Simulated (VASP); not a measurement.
Ho4Ti:

```
CELL_PARAMETERS angstrom
6.01003 0.00000 0.00000
-3.00502 5.20484 0.00000
0.00000 0.00000 4.31006
ATOMIC_POSITIONS crystal
Ho 0.59229 0.00000 0.00000
Ho 0.00000 0.59229 0.00000
Ho 0.40771 0.40771 0.00000
Ho 0.00000 0.00000 0.50000
Ti 0.00000 0.00000 0.00000
```

The cell was generated, and may not be a known phase.

```yaml
Program: VASP 6.6.1
Task: relaxation of cell and atoms
Functional: PBE
Potentials_or_basis: VASP PAW PBE potentials, release 64 (Ho_3, Ti_sv), 4f in core
Cutoff: 500 eV
k_mesh: 3 × 3 × 4
Occupations: gaussian, width 0.2 eV
Spin: no spin polarisation
```

At the start: pressure 17.0 GPa; volume 26.96 Å³/atom.

How do energy, volume and symmetry change on relaxing?

Over 10 steps the energy falls by 740.1 meV/atom and the volume is 35.87 Å³/atom (+33.0 %); space group P-62m (No. 189, to 0.1 Å) before, P6/mmm (No. 191, to 0.1 Å).

The path:
```tsv
step	energy change (eV)	largest force (eV/Å)	pressure (GPa)	volume (Å³)
1	0.0000	2.7723	16.97	134.82
2	-2.8822	0.7671	-1.88	198.17
3	-2.8955	0.8648	-0.99	191.08
4	-2.8966	0.8448	-1.17	192.45
5	-3.1058	0.8055	-0.55	187.40
6	-3.2201	0.7562	0.94	178.76
7	-3.3686	0.6230	0.56	179.87
8	-3.6287	0.1439	-0.36	183.21
9	-3.6315	0.0154	-0.47	183.88
10	-3.7006	0.0595	-0.11	179.37
```

Final structure:
```
Ho Ti
1.0
     6.30497    0.00000    0.00000
    -3.15248    5.46026    0.00000
     0.00000    0.00000    5.21015
Ho Ti
4 1
Cartesian
  -0.0186 5.4603 0.0000
  -1.5670 2.7141 0.0000
  1.5855 2.7462 5.2102
  0.0000 0.0000 2.6051
  0.0000 0.0000 0.0000
```

Caveat: the k points lie up to 0.38 Å⁻¹ apart in the final cell; the volume moved by over 15 % at a fixed basis, so the end points are rough; the relaxation stopped at a loose force limit of 0.08 eV/Å, so its end isn't a converged minimum.
